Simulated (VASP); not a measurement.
# BiTe (I4mm) in VASP: single point with PBE

Aim: the single point of BiTe with PBE.

Everything below comes from runs of VASP 6.6.1. Logs are shortened: lines on timing, memory, paths and dates and some standing lists are left out, and cuts for length are marked.

## Step 1: The cell of the first run

The structure is tetragonal, space group I4mm (No. 107). Conventional cell: a = 4.598 Å, b = 4.598 Å, c = 6.502 Å, α = 90.00°, β = 90.00°, γ = 90.00°. Within 3.8 Å of Bi (site symmetry 4mm) lie 6 Te at 2.77 to 3.73 Å. Te (site symmetry 4mm) has 6 Bi at 2.77 to 3.73 Å within 3.8 Å.

## Step 2: Single point, PBE (atoms displaced along a vibrational mode)

INCAR reads:

```
SYSTEM = BiTe
  ALGO = Normal
  EDIFF = 1E-6
  ENCUT = 520
  GGA = PE
  ISIF = 2
  ISMEAR = 0
  LASPH = .TRUE.
  LCHARG = .FALSE.
  LREAL = .FALSE.
  LWAVE = .FALSE.
  NBANDS = 18
  NELM = 60
  PREC = Accurate
  SIGMA = 0.15
```

KPOINTS reads:

```
k-points
0
G
  16 16 16
  0 0 0
```

POSCAR reads:

```
BiTe
1.0
    0.0000000000      3.2511941609      3.2511941609
    3.2511941609      0.0000000000      3.2511941609
    3.2511941609      3.2511941609      0.0000000000
Bi Te
1 1
Direct
    0.0281704297     -0.0281704297      0.0281704297
    0.4538631061      0.5461368939      0.4538631061
```

Potentials or basis: VASP PAW PBE potentials, release 64 (Bi_d, Te).

Launch:

```bash
cat potpaw_PBE.64/Bi_d/POTCAR potpaw_PBE.64/Te/POTCAR > POTCAR
mpirun -np 1 vasp_std > vasp.out
```

OUTCAR:

```text
SYSTEM = BiTe
   EDIFF = 1E-6
   ENCUT = 520
   GGA = PE
   ISIF = 2
   ISMEAR = 0
   LASPH = .TRUE.
   LREAL = .FALSE.
   NELM = 60
   PREC = Accurate

 ion  position               nearest neighbor table
   1  0.028  0.972  0.028-   2 2.77   2 3.29   2 3.29   2 3.29   2 3.29   2 3.73
   2  0.454  0.546  0.454-   1 2.77   1 3.29   1 3.29   1 3.29   1 3.29   1 3.73

  LATTYP: Found a face centered cubic cell.
 ALAT       =     6.5023883218

  Lattice vectors:

 A1 = (   0.0000000000,   3.2511941609,   3.2511941609)
 A2 = (   3.2511941609,   0.0000000000,   3.2511941609)
 A3 = (   3.2511941609,   3.2511941609,   0.0000000000)

Analysis of symmetry for initial positions (statically):
=====================================================================
 Subroutine PRICEL returns:
 Original cell was already a primitive cell.

 Routine SETGRP: Setting up the symmetry group for a
 face centered cubic supercell.

 Subroutine GETGRP returns: Found  8 space group operations
 (whereof  8 operations were pure point group operations)
 out of a pool of 48 trial point group operations.

The static configuration has the point symmetry C_4v.

Analysis of symmetry for dynamics (positions and initial velocities):
=====================================================================
 Subroutine PRICEL returns:
 Original cell was already a primitive cell.

 Routine SETGRP: Setting up the symmetry group for a
 face centered cubic supercell.

 Subroutine GETGRP returns: Found  8 space group operations
 (whereof  8 operations were pure point group operations)
 out of a pool of 48 trial point group operations.

The dynamic configuration has the point symmetry C_4v.

 Subroutine INISYM returns: Found  8 space group operations
 (whereof  8 operations are pure point group operations),
 and found     1 'primitive' translations

----------------------------------------------------------------------------------------

                                     Primitive cell

  volume of cell :      68.7320

  direct lattice vectors                    reciprocal lattice vectors
     0.000000000  3.251194161  3.251194161    -0.153789646  0.153789646  0.153789646
     3.251194161  0.000000000  3.251194161     0.153789646 -0.153789646  0.153789646
     3.251194161  3.251194161  0.000000000     0.153789646  0.153789646 -0.153789646

  length of vectors
     4.597882876  4.597882876  4.597882876     0.266371481  0.266371481  0.266371481

  position of ions in fractional coordinates (direct lattice)
     0.028170430  0.971829570  0.028170430
     0.453863106  0.546136894  0.453863106

  ion indices of the primitive-cell ions
   primitive index   ion index
                 1           1
                 2           2

----------------------------------------------------------------------------------------

 KPOINTS: k-points

Automatic generation of k-mesh.
 Grid dimensions read from file:
 generate k-points for:   16   16   16

 Generating k-lattice:

  Cartesian coordinates                     Fractional coordinates (reciprocal lattice)
    -0.009611853  0.009611853  0.009611853     0.062500000  0.000000000  0.000000000
     0.009611853 -0.009611853  0.009611853     0.000000000  0.062500000  0.000000000
     0.009611853  0.009611853 -0.009611853     0.000000000  0.000000000  0.062500000

  Length of vectors
     0.016648218  0.016648218  0.016648218

  Shift w.r.t. Gamma in fractional coordinates (k-lattice)
     0.000000000  0.000000000  0.000000000

 Subroutine IBZKPT returns following result:
 ===========================================

 Found    349 irreducible k-points:

 Following reciprocal coordinates:
            Coordinates               Weight
  0.000000  0.000000  0.000000      1.000000
  0.062500  0.000000  0.000000      8.000000
  0.125000  0.000000  0.000000      8.000000
  0.187500  0.000000  0.000000      8.000000
  0.250000  0.000000  0.000000      8.000000
  0.312500  0.000000  0.000000      8.000000
[... 16 lines left out ...]
  0.062500  0.000000  0.437500      8.000000
  0.500000  0.062500  0.000000     16.000000
 [... further k-points ...]
   k-points           NKPTS =    349   k-points in BZ     NKDIM =    349   number of bands    NBANDS=     18
   number of dos      NEDOS =    301   number of ions     NIONS =      2
   total plane-waves  NPLWV =  46656
   dimension x,y,z NGX =    36 NGY =   36 NGZ =   36
   dimension x,y,z NGXF=    72 NGYF=   72 NGZF=   72
   ions per type =               1   1
   NGX,Y,Z   is equivalent  to a cutoff of  13.02, 13.02, 13.02 a.u.
   NGXF,Y,Z  is equivalent  to a cutoff of  26.03, 26.03, 26.03 a.u.
 SYSTEM =  BiTe
   PREC   = accura    normal or accurate (medium, high low for compatibility)
   ISTART =      0    job   : 0-new  1-cont  2-samecut
   ICHARG =      2    charge: 1-file 2-atom 10-const
   ISPIN  =      1    spin polarized calculation?
   LNONCOLLINEAR =      F non collinear calculations
   LSORBIT =      F    spin-orbit coupling
   LASPH  =      T    aspherical Exc in radial PAW
   ENCUT  =  520.0 eV  38.22 Ry    6.18 a.u.   8.55  8.55  8.55*2*pi/ulx,y,z
   NELM   =     60;   NELMIN=  2; NELMDL= -5     # of ELM steps
   EDIFF  = 0.1E-05   stopping-criterion for ELM
   LREAL  =      F    real-space projection
   EDIFFG = 0.1E-04   stopping-criterion for IOM
   NSW    =      0    number of steps for IOM
   IBRION =     -1    ionic relax: 0-MD 1-quasi-New 2-CG
   NFREE  =      0    steps in history (QN), initial steepest desc. (CG)
   ISIF   =      2    stress and relaxation
   ISYM   =      2    0-nonsym 1-usesym 2-fastsym
   POTIM  = 0.5000    time-step for ionic-motion
   TEBEG  =    0.0;   TEEND  =   0.0 temperature during run
   PSTRESS=    0.0 pullay stress
   NELECT =      21.0000    total number of electrons
   NUPDOWN=      -1.0000    fix difference up-down
   EMIN   =  10.00;   EMAX   =-10.00  energy-range for DOS
   EFERMI =   0.00;   METHOD = LEGACY
   ISMEAR =     0;   SIGMA  =   0.15  broadening in eV -4-tet -1-fermi 0-gaus
   EFERMI_NEDOS =   21; number of points for ismear=-14 and -15
   IALGO  =     38    algorithm
   IMIX   =      4    mixing-type and parameters
     AMIX     =   0.40;   BMIX     =  1.00
     AMIX_MAG =   1.60;   BMIX_MAG =  1.00
  volume/ion in A,a.u.               =      34.37       231.91
  Fermi-wavevector in a.u.,A,eV,Ry     =   1.102626  2.083662 16.541757  1.215785
  Thomas-Fermi vector in A             =   2.239072
   LORBIT       =      0    0 simple, 1 ext, 2 COOP (PROOUT), +10 PAW based schemes
   GGA     = PE    functional components
   LHFCALC =     F    Hartree Fock is set to
   AEXX    =    0.0000 exact exchange contribution
   IVDW    =     0    specifies the selected vdW correction
   LEPSILON=     F    determine dielectric tensor
   LRPA    =     F    only Hartree local field effects (RPA)
 non-spin polarized calculation
 Gauss-broadening in eV      SIGMA  =   0.15
  energy-cutoff  :      520.00
  volume of cell :       68.73
 maximum number of plane-waves:      1869
 NGX is ok and might be reduce to    36
   NGX = 17   NGY = 17   NGZ = 17

 number of electron      20.9999996 magnetization

 Free energy of the ion-electron system (eV)
  ---------------------------------------------------
  ext. energy  EPLUGINS =         0.00000000
  ---------------------------------------------------
  free energy    TOTEN  =        -6.85158638 eV

  energy without entropy =       -6.83563605  energy(sigma->0) =       -6.84361121

 E-fermi :   6.7698     XC(G=0):  -9.3199

 val. band max:        6.7667891600   @ k =   0.0625   0.0000  -0.1875
 cond. band min:       6.7733360594   @ k =   0.0625  -0.4375   0.2500
 fundamental gap:      0.0065468994
 Fermi energy:         6.7697612137

 k-point     1 :       0.0000    0.0000    0.0000
  band No.  band energies     occupation
      1     -16.6858      2.00000
      2     -16.6263      2.00000
      3     -16.6263      2.00000
      4     -16.5613      2.00000
      5     -16.5603      2.00000
      6      -7.2047      2.00000
[... 10 lines left out ...]
     17      12.3156      0.00000
     18      12.9289      0.00000

 k-point     2 :       0.0625    0.0000    0.0000
  band No.  band energies     occupation
      1     -16.6860      2.00000
      2     -16.6262      2.00000
      3     -16.6261      2.00000
      4     -16.5614      2.00000
      5     -16.5602      2.00000
      6      -7.1720      2.00000
[... 10 lines left out ...]
     17      12.6351      0.00000
     18      13.2358      0.00000

 k-point     3 :       0.1250    0.0000    0.0000
  band No.  band energies     occupation
      1     -16.6866      2.00000
      2     -16.6258      2.00000
      3     -16.6255      2.00000
      4     -16.5616      2.00000
      5     -16.5598      2.00000
      6      -7.0746      2.00000
[... 10 lines left out ...]
     17      13.3080      0.00000
     18      13.8791      0.00000

 k-point     4 :       0.1875    0.0000    0.0000
  band No.  band energies     occupation
      1     -16.6873      2.00000
      2     -16.6253      2.00000
      3     -16.6247      2.00000
      4     -16.5619      2.00000
      5     -16.5591      2.00000
      6      -6.9152      2.00000
[... 375 lines left out ...]
      4     -16.5631      2.00000
      5     -16.5563      2.00000
      6      -5.9589      2.00000
[... 10 lines left out ...]
     17      15.2433      0.00000
     18      16.0731      0.00000

 k-point    23 :       0.0625    0.0000    0.4375
  band No.  band energies     occupation
      1     -16.6912      2.00000
      2     -16.6227      2.00000
      3     -16.6212      2.00000
      4     -16.5623      2.00000
      5     -16.5572      2.00000
      6      -5.9283      2.00000
[... 10 lines left out ...]
     17      15.1573      0.00000
     18      15.8912      0.00000

 k-point    24 :       0.5000    0.0625    0.0000
  band No.  band energies     occupation
      1     -16.6907      2.00000
      2     -16.6230      2.00000
      3     -16.6213      2.00000
      4     -16.5630      2.00000
      5     -16.5562      2.00000
      6      -5.7780      2.00000
[... 10 lines left out ...]
     17      14.9258      0.00000
     18      15.6388      0.00000

 [... further k-points ...]

------------------------ aborting loop because EDIFF is reached ----------------------------------------

  FORCE on cell =-STRESS in cart. coord.  units (eV):
  Direction    XX          YY          ZZ          XY          YZ          ZX
  --------------------------------------------------------------------------------------
  -------------------------------------------------------------------------------------
  Total        0.9709449      3.5108426      0.9709449      0.0000000      0.0000000      0.0000000
  in kB       22.6332266     81.8395479     22.6332266      0.0000000      0.0000000      0.0000000
  external PRESSURE =      42.3686670 kB  Pullay stress =       0.0000000 kB

 VOLUME and BASIS-vectors are now :
 -----------------------------------------------------------------------------
  energy-cutoff  :      520.00
  volume of cell :       68.73
      direct lattice vectors                 reciprocal lattice vectors
     0.000000000  3.251194161  3.251194161    -0.153789646  0.153789646  0.153789646
     3.251194161  0.000000000  3.251194161     0.153789646 -0.153789646  0.153789646
     3.251194161  3.251194161  0.000000000     0.153789646  0.153789646 -0.153789646

 POSITION                                       TOTAL-FORCE (eV/Angst)
 -----------------------------------------------------------------------------------
      3.25119      0.18318      3.25119         0.000000     -1.747654      0.000000
      3.25119      2.95119      3.25119         0.000000      1.747654      0.000000
 -----------------------------------------------------------------------------------
    total drift:                                0.000000      0.000505      0.000000

  FREE ENERGIE OF THE ION-ELECTRON SYSTEM (eV)
  ---------------------------------------------------
  free  energy   TOTEN  =        -6.8515863764 eV

  energy  without entropy=       -6.8356360451  energy(sigma->0) =       -6.84361121
```

Wall time 4.5 min (1 thread of Intel Xeon Platinum 8259CL at 2.50GHz (Skylake/Cascade Lake), shared host); peak memory 0.54 GiB.

What came out:

```yaml
Free_energy: -6.8516 eV
Pressure: 4.2 GPa
Largest_force: 1.748 eV/Å
Band_gap_on_the_k_mesh: zero (an odd number of electrons rules out a gap without spin polarisation)
```

Forces on the atoms (eV/Å):
```
Bi   0.000 -1.748  0.000
Te   0.000  1.748  0.000
```

Stress tensor (GPa, compression positive):
```
2.26 0.00 0.00
0.00 8.18 0.00
0.00 0.00 2.26
```

Caveat: the cell differs from its parent crystal (atoms displaced along a vibrational mode); the stress differs along the axes, from 2 to 8 GPa; spin-orbit coupling is left out, which moves the levels of the heavy elements; an odd number of electrons without spin polarisation forces a metal; a magnetic or distorted state may lie lower.
